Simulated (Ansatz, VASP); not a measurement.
# Two plane-wave programs on In

Contents of INCAR:

```
SYSTEM = In
PREC = Accurate ; ENCUT = 520
EDIFF = 1E-6 ; ISMEAR = 0
SIGMA = 0.1 ; LREAL = .FALSE.
LASPH = .TRUE. ; NELM = 100
ALGO = Fast ; ISIF = 2
LWAVE = .FALSE. ; LCHARG = .FALSE.
NBANDS = 34
```

The input KPOINTS:

```
Automatic mesh
0
G
  15 15 4
  0 0 0
```

POSCAR

```
In
1.0
    3.4587042599      0.0000000000      0.0000000000
   -1.7293521300      2.9953257533      0.0000000000
    0.0000000000      0.0000000000     11.2662557612
In
4
Direct
    0.0000000000      0.0000000000      0.0000000000
    0.3333333300      0.6666666700      0.2500000000
    0.0000000000      0.0000000000      0.5000000000
    0.6666666700      0.3333333300      0.7500000000
```

Input for Ansatz:

```yaml
crystal:
  lattice:
    - [3.4587042599, 0.0, 0.0]
    - [-1.72935213, 2.9953257533, 0.0]
    - [0.0, 0.0, 11.2662557612]
  atoms:
    - { symbol: In, position: [0.0, 0.0, 0.0] }
    - { symbol: In, position: [0.33333333, 0.66666667, 0.25] }
    - { symbol: In, position: [0.0, 0.0, 0.5] }
    - { symbol: In, position: [0.66666667, 0.33333333, 0.75] }
basis:
  ecutwfc: 420
kpoints:
  mp_grid: { grid: [15, 15, 4] }
hamiltonian:
  xc: lda
scf:
  occupations: { method: gaussian, width: 0.1 }
output:
  forces: true
  stress: true
  eigenvalues: true
```

Alike in both runs: task single point; functional LDA; k mesh 15 × 15 × 4; occupations gaussian, width 0.1 eV; no spin polarisation.

```csv
,VASP,Ansatz
version,VASP 6.6.1,Ansatz 0.2.0
potentials or method,"VASP PAW LDA potentials, release 64 (In_d), cutoff 520 eV","scalar-relativistic, plane waves, PAW"
valence electrons in the cell,52,52
```

```csv
,VASP,Ansatz,Ansatz less VASP
gap on the k mesh at the Fermi level (eV),none,none,-
pressure (GPa),-5.4,-5.4,0.00
"traceless stress, the component that is largest in VASP (GPa)",0.12,0.12,-0.002
```

LDA's correlation is that of Perdew and Zunger in VASP and of Perdew and Wang (1992) in Ansatz. A gap of «none» marks a metal or a gap that the smearing closes.
